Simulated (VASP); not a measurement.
## CaPtCl6: single point with PBE

CaPtCl6:

```
CELL_PARAMETERS angstrom
3.18716 1.84011 5.82769
-3.18716 1.84011 5.82769
0.00000 -3.68021 5.82769
ATOMIC_POSITIONS crystal
Ca 0.50000 0.50000 0.50000
Pt 0.00000 0.00000 0.00000
Cl 0.05493 0.38957 0.78744
Cl 0.94507 0.61043 0.21256
Cl 0.38957 0.78744 0.05493
Cl 0.61043 0.21256 0.94507
Cl 0.21256 0.94507 0.61043
Cl 0.78744 0.05493 0.38957
```

```json
{
  "Program": "VASP 6.6.1",
  "Task": "single point",
  "Functional": "PBE",
  "Potentials or basis": "VASP PAW PBE potentials, release 64 (Ca_sv, Pt, Cl)",
  "Cutoff": "400 eV",
  "k mesh": "6 × 6 × 6",
  "Occupations": "gaussian, width 0.02 eV",
  "Spin": "no spin polarisation",
  "Dipole correction": "no",
  "k mesh for the DOS": "9 × 9 × 9",
  "Occupations for the DOS": "tetrahedron",
  "Further INCAR settings": "ALGO = Normal; EDIFF = 1e-06; NBANDS = 41"
}
```

| Quantity | Value |
| --- | --- |
| Valence electrons inside the program's atomic spheres | Ca 8.05; Pt 9.14; Cl 5.09 |

Levels at points of the mesh, in eV from the valence-band top:
```csv
k point,band 28,band 29,band 30,band 31,band 32,band 33,band 34,band 35
"(0.00, 0.00, 0.00)",-0.62,-0.61,-0.61,-0.53,1.79,1.79,5.30,5.69
```

Run time: 13 min on 1 thread of Intel(R) Xeon(R) Platinum 8488C (Sapphire Rapids) (shared host), peak memory 0.74 GiB.

Caveat: spin-orbit coupling is left out, which moves the levels of the heavy elements.
